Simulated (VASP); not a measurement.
# Hg (Pm-3m) in VASP: relaxation of cell and atoms with LDA

Aim: the relaxation of cell and atoms of Hg with LDA.

Everything below comes from runs of VASP 6.6.1. Logs are shortened: lines on timing, memory, paths and dates and some standing lists are left out, and cuts for length are marked.

## 1. The cell of the first run

It takes space group Pm-3m (No. 221, cubic). The conventional cell has a = 2.905 Å, b = 2.905 Å, c = 2.905 Å, α = 90.00°, β = 90.00°, γ = 90.00°. Hg (site symmetry m-3m) has 6 Hg at 2.90 Å within 3.8 Å.

## 2. Relaxation of cell and atoms, LDA

INCAR reads:

```
PREC = Accurate
ENCUT = 550
EDIFF = 1E-7
ISMEAR = -1
SIGMA = 0.05
LREAL = F
LASPH = T
NELM = 120
ALGO = Normal
ISIF = 3
LWAVE = F
LCHARG = F
IBRION = 2
NSW = 60
EDIFFG = -0.005
GGA_COMPAT = F
NELMIN = 4
```

KPOINTS reads:

```
Automatic mesh
0
Gamma
  14 14 14
```

POSCAR reads:

```
Hg
1.0
    2.9046410032      0.0000000000      0.0000000000
    0.0000000000      2.9046410032      0.0000000000
    0.0000000000      0.0000000000      2.9046410032
Hg
1
Direct
    0.0000000000      0.0000000000      0.0000000000
```

Potentials or basis: VASP PAW LDA potentials, release 64 (Hg_sv_GW).

Started as:

```console
> cat potpaw_LDA.64/Hg_sv_GW/POTCAR > POTCAR
> mpirun -np 1 vasp_std > vasp.out
```

OUTCAR:

```text
PREC = Accurate
   ENCUT = 550
   EDIFF = 1E-7
   ISMEAR = -1
   LREAL = F
   LASPH = T
   NELM = 120
   ISIF = 3
   IBRION = 2
   NSW = 60
   EDIFFG = -0.005
   NELMIN = 4

 ion  position               nearest neighbor table
   1  0.000  0.000  0.000-

  LATTYP: Found a simple cubic cell.
 ALAT       =     2.9046410032

  Lattice vectors:

 A1 = (   2.9046410032,   0.0000000000,   0.0000000000)
 A2 = (   0.0000000000,   2.9046410032,   0.0000000000)
 A3 = (   0.0000000000,   0.0000000000,   2.9046410032)

Analysis of symmetry for initial positions (statically):
=====================================================================
 Subroutine PRICEL returns:
 Original cell was already a primitive cell.

 Routine SETGRP: Setting up the symmetry group for a
 simple cubic supercell.

 Subroutine GETGRP returns: Found 48 space group operations
 (whereof 48 operations were pure point group operations)
 out of a pool of 48 trial point group operations.

The static configuration has the point symmetry O_h .

Analysis of symmetry for dynamics (positions and initial velocities):
=====================================================================
 Subroutine PRICEL returns:
 Original cell was already a primitive cell.

 Routine SETGRP: Setting up the symmetry group for a
 simple cubic supercell.

 Subroutine GETGRP returns: Found 48 space group operations
 (whereof 48 operations were pure point group operations)
 out of a pool of 48 trial point group operations.

The dynamic configuration has the point symmetry O_h .

 Subroutine INISYM returns: Found 48 space group operations
 (whereof 48 operations are pure point group operations),
 and found     1 'primitive' translations

----------------------------------------------------------------------------------------

                                     Primitive cell

  volume of cell :      24.5063

  direct lattice vectors                    reciprocal lattice vectors
     2.904641003  0.000000000  0.000000000     0.344276625  0.000000000  0.000000000
     0.000000000  2.904641003  0.000000000     0.000000000  0.344276625  0.000000000
     0.000000000  0.000000000  2.904641003     0.000000000  0.000000000  0.344276625

  length of vectors
     2.904641003  2.904641003  2.904641003     0.344276625  0.344276625  0.344276625

  position of ions in fractional coordinates (direct lattice)
     0.000000000  0.000000000  0.000000000

  ion indices of the primitive-cell ions
   primitive index   ion index
                 1           1

----------------------------------------------------------------------------------------

 KPOINTS: Automatic mesh

Automatic generation of k-mesh.
 Grid dimensions read from file:
 generate k-points for:   14   14   14

 Generating k-lattice:

  Cartesian coordinates                     Fractional coordinates (reciprocal lattice)
     0.024591187  0.000000000  0.000000000     0.071428571  0.000000000  0.000000000
     0.000000000  0.024591187  0.000000000     0.000000000  0.071428571  0.000000000
     0.000000000  0.000000000  0.024591187     0.000000000  0.000000000  0.071428571

  Length of vectors
     0.024591187  0.024591187  0.024591187

  Shift w.r.t. Gamma in fractional coordinates (k-lattice)
     0.000000000  0.000000000  0.000000000

 Subroutine IBZKPT returns following result:
 ===========================================

 Found    120 irreducible k-points:

 Following reciprocal coordinates:
            Coordinates               Weight
  0.000000  0.000000  0.000000      1.000000
  0.071429  0.000000  0.000000      6.000000
  0.142857  0.000000  0.000000      6.000000
  0.214286  0.000000  0.000000      6.000000
  0.285714  0.000000  0.000000      6.000000
  0.357143  0.000000  0.000000      6.000000
[... 16 lines left out ...]
  0.285714  0.214286  0.000000     24.000000
  0.357143  0.214286  0.000000     24.000000
 [... further k-points ...]
   k-points           NKPTS =    120   k-points in BZ     NKDIM =    120   number of bands    NBANDS=     14
   number of dos      NEDOS =    301   number of ions     NIONS =      1
   total plane-waves  NPLWV =  13824
   dimension x,y,z NGX =    24 NGY =   24 NGZ =   24
   dimension x,y,z NGXF=    48 NGYF=   48 NGZF=   48
   ions per type =               1
   NGX,Y,Z   is equivalent  to a cutoff of  13.74, 13.74, 13.74 a.u.
   NGXF,Y,Z  is equivalent  to a cutoff of  27.47, 27.47, 27.47 a.u.
 SYSTEM =  unknown system
   PREC   = accura    normal or accurate (medium, high low for compatibility)
   ISTART =      0    job   : 0-new  1-cont  2-samecut
   ICHARG =      2    charge: 1-file 2-atom 10-const
   ISPIN  =      1    spin polarized calculation?
   LNONCOLLINEAR =      F non collinear calculations
   LSORBIT =      F    spin-orbit coupling
   LASPH  =      T    aspherical Exc in radial PAW
   ENCUT  =  550.0 eV  40.42 Ry    6.36 a.u.   5.55  5.55  5.55*2*pi/ulx,y,z
   NELM   =    120;   NELMIN=  4; NELMDL= -5     # of ELM steps
   EDIFF  = 0.1E-06   stopping-criterion for ELM
   LREAL  =      F    real-space projection
   EDIFFG = -.5E-02   stopping-criterion for IOM
   NSW    =     60    number of steps for IOM
   IBRION =      2    ionic relax: 0-MD 1-quasi-New 2-CG
   NFREE  =      1    steps in history (QN), initial steepest desc. (CG)
   ISIF   =      3    stress and relaxation
   ISYM   =      2    0-nonsym 1-usesym 2-fastsym
   POTIM  = 0.5000    time-step for ionic-motion
   TEBEG  =    0.0;   TEEND  =   0.0 temperature during run
   PSTRESS=    0.0 pullay stress
   NELECT =      20.0000    total number of electrons
   NUPDOWN=      -1.0000    fix difference up-down
   EMIN   =  10.00;   EMAX   =-10.00  energy-range for DOS
   EFERMI =   0.00;   METHOD = LEGACY
   ISMEAR =    -1;   SIGMA  =   0.05  broadening in eV -4-tet -1-fermi 0-gaus
   EFERMI_NEDOS =   21; number of points for ismear=-14 and -15
   IALGO  =     38    algorithm
   IMIX   =      4    mixing-type and parameters
     AMIX     =   0.40;   BMIX     =  1.00
     AMIX_MAG =   1.60;   BMIX_MAG =  1.00
  volume/ion in A,a.u.               =      24.51       165.38
  Fermi-wavevector in a.u.,A,eV,Ry     =   1.529886  2.891065 31.845126  2.340551
  Thomas-Fermi vector in A             =   2.637445
   LORBIT       =      0    0 simple, 1 ext, 2 COOP (PROOUT), +10 PAW based schemes
   GGA     = CA    functional components
   LHFCALC =     F    Hartree Fock is set to
   AEXX    =    0.0000 exact exchange contribution
   IVDW    =     0    specifies the selected vdW correction
   LEPSILON=     F    determine dielectric tensor
   LRPA    =     F    only Hartree local field effects (RPA)
 conjugate gradient relaxation of ions
 non-spin polarized calculation
  energy-cutoff  :      550.00
  volume of cell :       24.51
 maximum number of plane-waves:       739
 NGX is ok and might be reduce to    24
   NGX = 11   NGY = 11   NGZ = 11

--------------------------------------- Ionic step        1  -------------------------------------------

 number of electron      19.9999994 magnetization

 Free energy of the ion-electron system (eV)
  ---------------------------------------------------
  ext. energy  EPLUGINS =         0.00000000
  ---------------------------------------------------
  free energy    TOTEN  =        -0.97006405 eV

  energy without entropy =       -0.96655861  energy(sigma->0) =       -0.96831133

------------------------ aborting loop because EDIFF is reached ----------------------------------------

  FORCE on cell =-STRESS in cart. coord.  units (eV):
  Direction    XX          YY          ZZ          XY          YZ          ZX
  --------------------------------------------------------------------------------------
  -------------------------------------------------------------------------------------
  Total       -0.1158252     -0.1158252     -0.1158252      0.0000000      0.0000000     -0.0000000
  in kB       -7.5724478     -7.5724478     -7.5724478      0.0000000      0.0000000     -0.0000000
  external PRESSURE =      -7.5724478 kB  Pullay stress =       0.0000000 kB

 VOLUME and BASIS-vectors are now :
 -----------------------------------------------------------------------------
  energy-cutoff  :      550.00
  volume of cell :       24.51
      direct lattice vectors                 reciprocal lattice vectors
     2.904641003  0.000000000  0.000000000     0.344276625  0.000000000  0.000000000
     0.000000000  2.904641003  0.000000000     0.000000000  0.344276625  0.000000000
     0.000000000  0.000000000  2.904641003     0.000000000  0.000000000  0.344276625
[... 36 lines left out ...]
 POSITION                                       TOTAL-FORCE (eV/Angst)
 -----------------------------------------------------------------------------------
      0.00000      0.00000      0.00000         0.000000      0.000000      0.000000
 -----------------------------------------------------------------------------------
    total drift:                                0.000000     -0.000000     -0.000000

  FREE ENERGIE OF THE ION-ELECTRON SYSTEM (eV)
  ---------------------------------------------------
  free  energy   TOTEN  =        -0.9707771901 eV

  energy  without entropy=       -0.9675721306  energy(sigma->0) =       -0.96917466

--------------------------------------- Ionic step        3  -------------------------------------------

 number of electron      19.9999990 magnetization

 Free energy of the ion-electron system (eV)
  ---------------------------------------------------
  ext. energy  EPLUGINS =         0.00000000
  ---------------------------------------------------
  free energy    TOTEN  =        -0.97082907 eV

  energy without entropy =       -0.96755411  energy(sigma->0) =       -0.96919159

 E-fermi :   5.5119     XC(G=0): -11.4804

 val. band max:        5.4969413776   @ k =   0.5000   0.4286   0.0714
 cond. band min:       5.6135088929   @ k =   0.5000   0.3571   0.2857
 fundamental gap:      0.1165675153
 Fermi energy:         5.5118743431

 k-point     1 :       0.0000    0.0000    0.0000
  band No.  band energies     occupation
      1    -109.1676      2.00000
      2     -57.7403      2.00000
      3     -57.7403      2.00000
      4     -57.7403      2.00000
      5      -3.6758      2.00000
      6      -3.0262      2.00000
      7      -3.0262      2.00000
      8      -0.4019      2.00000
      9      -0.4019      2.00000
     10      -0.4019      2.00000
     11      15.9111      0.00000
     12      15.9111      0.00000
     13      15.9111      0.00000
     14      20.0205      0.00000

 k-point     2 :       0.0714    0.0000    0.0000
  band No.  band energies     occupation
      1    -109.1674      2.00000
      2     -57.7442      2.00000
      3     -57.7400      2.00000
      4     -57.7400      2.00000
      5      -3.5739      2.00000
      6      -3.0152      2.00000
      7      -2.9523      2.00000
      8      -0.4473      2.00000
      9      -0.4473      2.00000
     10      -0.3982      2.00000
[... 362 lines left out ...]
 k-point    24 :       0.3571    0.2143    0.0000
  band No.  band energies     occupation
      1    -109.1646      2.00000
      2     -57.8013      2.00000
      3     -57.7657      2.00000
      4     -57.7333      2.00000
      5      -2.7140      2.00000
      6      -1.9024      2.00000
      7      -1.6450      2.00000
      8      -1.0431      2.00000
      9      -0.6607      2.00000
     10       0.8097      2.00000
     11       7.7621      0.00000
     12      13.5146      0.00000
     13      18.9592      0.00000
     14      20.4736      0.00000

 [... further k-points ...]
[... 5 lines left out ...]
  --------------------------------------------------------------------------------------
  -------------------------------------------------------------------------------------
  Total       -0.0016561     -0.0016561     -0.0016561     -0.0000000     -0.0000000      0.0000000
  in kB       -0.1097157     -0.1097157     -0.1097157     -0.0000000     -0.0000000      0.0000000
  external PRESSURE =      -0.1097157 kB  Pullay stress =       0.0000000 kB

 VOLUME and BASIS-vectors are now :
 -----------------------------------------------------------------------------
  energy-cutoff  :      550.00
  volume of cell :       24.18
      direct lattice vectors                 reciprocal lattice vectors
     2.891837907  0.000000000 -0.000000000     0.345800848 -0.000000000 -0.000000000
     0.000000000  2.891837907 -0.000000000    -0.000000000  0.345800848  0.000000000
     0.000000000  0.000000000  2.891837907     0.000000000  0.000000000  0.345800848

 POSITION                                       TOTAL-FORCE (eV/Angst)
 -----------------------------------------------------------------------------------
      0.00000      0.00000      0.00000         0.000000      0.000000      0.000000
 -----------------------------------------------------------------------------------
    total drift:                                0.000000      0.000000     -0.000000

  FREE ENERGIE OF THE ION-ELECTRON SYSTEM (eV)
  ---------------------------------------------------
  free  energy   TOTEN  =        -0.9708290666 eV

  energy  without entropy=       -0.9675541115  energy(sigma->0) =       -0.96919159

 reached required accuracy - stopping structural energy minimisation
```

It took 39 s on 1 thread of AMD EPYC 9R45 (Zen 5), shared host; peak memory 0.15 GiB.

Results:

```
Free energy                           : -0.9708 eV
Relaxed volume                        : 24.18 Å³/atom
Relaxed cell                          : a = 2.892 Å, b = 2.892 Å, c = 2.892 Å, α = 90.00°, β = 90.00°, γ = 90.00°
Space group after relaxing (to 0.1 Å) : Pm-3m (No. 221)
Energy gained by relaxing             : 0.8 meV/atom
Ionic steps                           : 3
Pressure after relaxing               : 0.0 GPa
Band gap on the k mesh                : zero (bands 10 and 11 overlap by 7.18 eV)
```

Step by step:
```
step  energy change (eV)  largest force (eV/Å)  pressure (GPa)  volume (Å³)
   1              0.0000                0.0000           -0.76        24.51
   2             -0.0007                0.0000            0.21        24.10
   3             -0.0008                0.0000           -0.01        24.18
```

Final structure:
```
Hg
1.0
     2.89184    0.00000    0.00000
     0.00000    2.89184    0.00000
     0.00000    0.00000    2.89184
Hg
1
Direct
  0.00000 0.00000 0.00000
```

Caveat: spin-orbit coupling is left out, which moves the levels of the heavy elements.

The gap in the log of VASP goes by the Fermi energy; the results here count the filled bands.